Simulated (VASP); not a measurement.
Input of a VASP 6.6.1 run:

File INCAR:

```
SYSTEM = AlGa3Ru
  ALGO = Fast
  EDIFF = 1E-7
  ENCUT = 520
  GGA = PE
  ISIF = 2
  ISMEAR = 0
  LASPH = .TRUE.
  LCHARG = .TRUE.
  LELF = .TRUE.
  LREAL = .FALSE.
  LVHAR = .TRUE.
  LWAVE = .FALSE.
  NBANDS = 36
  NELM = 100
  PREC = Accurate
  SIGMA = 0.1
```

The input KPOINTS:

```
k-points
0
G
  8 8 8
  0 0 0
```

POSCAR

```
AlGa3Ru
1.0
    4.8030004941      0.0000000000      0.0000000000
    0.0000000000      4.8030004941      0.0000000000
    0.0000000000      0.0000000000      4.8030004941
Al Ga Ru
1 3 1
Direct
    0.0000000000      0.0000000000      0.0000000000
    0.0000000000      0.5000000000      0.5000000000
    0.5000000000      0.0000000000      0.5000000000
    0.5000000000      0.5000000000      0.0000000000
    0.5000000000      0.5000000000      0.5000000000
```

Potentials or basis: VASP PAW PBE potentials, release 64 (Al, Ga_d, Ru_pv).

Launch:

```bash
$ cat potpaw_PBE.64/Al/POTCAR potpaw_PBE.64/Ga_d/POTCAR potpaw_PBE.64/Ru_pv/POTCAR > POTCAR
$ mpirun -np 1 vasp_std > vasp.out
```

Task: What does it give for the band gap on the k mesh?

Result: Zero (bands 28 and 29 overlap by 0.56 eV).

Task: Estimate the pressure.

Result: 0.2 GPa.
